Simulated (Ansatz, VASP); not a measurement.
## CsPbCl3 in VASP and in Ansatz

INCAR

```
SYSTEM = CsPbCl3
PREC = Accurate
ENCUT = 600
EDIFF = 1E-7
ISMEAR = 0
SIGMA = 0.02
LREAL = .FALSE.
LASPH = .TRUE.
NELM = 60
ALGO = Normal
ISIF = 3
LWAVE = .FALSE.
LCHARG = .FALSE.
GGA = PE
IBRION = 2
NSW = 100
EDIFFG = -0.005
```

The input KPOINTS:

```
Automatic mesh
0
G
  6 6 6
  0 0 0
```

File POSCAR:

```
CsPbCl3
1.0
    5.6050000000      0.0000000000      0.0000000000
    0.0000000000      5.6050000000      0.0000000000
    0.0000000000      0.0000000000      5.6050000000
Cs Pb Cl
1 1 3
Direct
    0.0000000000      0.0000000000      0.0000000000
    0.5000000000      0.5000000000      0.5000000000
    0.0000000000      0.5000000000      0.5000000000
    0.5000000000      0.0000000000      0.5000000000
    0.5000000000      0.5000000000      0.0000000000
```

Input for Ansatz:

```yaml
crystal:
  lattice:
    - [5.605, 0.0, 0.0]
    - [0.0, 5.605, 0.0]
    - [0.0, 0.0, 5.605]
  atoms:
    - { symbol: Cs, position: [0.0, 0.0, 0.0] }
    - { symbol: Pb, position: [0.5, 0.5, 0.5] }
    - { symbol: Cl, position: [0.0, 0.5, 0.5] }
    - { symbol: Cl, position: [0.5, 0.0, 0.5] }
    - { symbol: Cl, position: [0.5, 0.5, 0.0] }
basis:
  ecutwfc: 420
kpoints:
  mp_grid: { grid: [6, 6, 6] }
hamiltonian:
  xc: pbe
scf:
  occupations: { method: gaussian, width: 0.02 }
output:
  forces: true
  stress: true
  eigenvalues: true
  write_density: true
  write_potential: true
  elf: true
  volumetric_format: npy
relax:
  adjacent_minimum: "off"
  f_tol: 0.005
  max_steps: 80
  cell: { stress_tol: 0.05 }
```

Alike in both runs: task relaxation of cell and atoms; functional PBE; k mesh 6 × 6 × 6; occupations gaussian, width 0.02 eV; no spin polarisation.

|  | VASP | Ansatz |
| --- | --- | --- |
| version | VASP 6.6.1 | Ansatz 0.2.0 |
| potentials or method | VASP PAW PBE potentials, release 64 (Cs_sv, Pb_d, Cl), cutoff 600 eV | scalar-relativistic, plane waves, PAW |
| valence electrons in the cell | 44 | 44 |

|  | VASP | Ansatz | Ansatz less VASP |
| --- | --- | --- | --- |
| gap on the k mesh at the Fermi level, each at its own relaxed structure (eV) | 2.22 | 2.21 | -0.008 |
| relaxed volume (Å³/atom) | 37.73 | 37.73 | +0.001 |
| relaxed cell length with the largest relative difference (Å) | 5.735 | 5.735 | +0.0001 |

Spin-orbit coupling is off throughout.
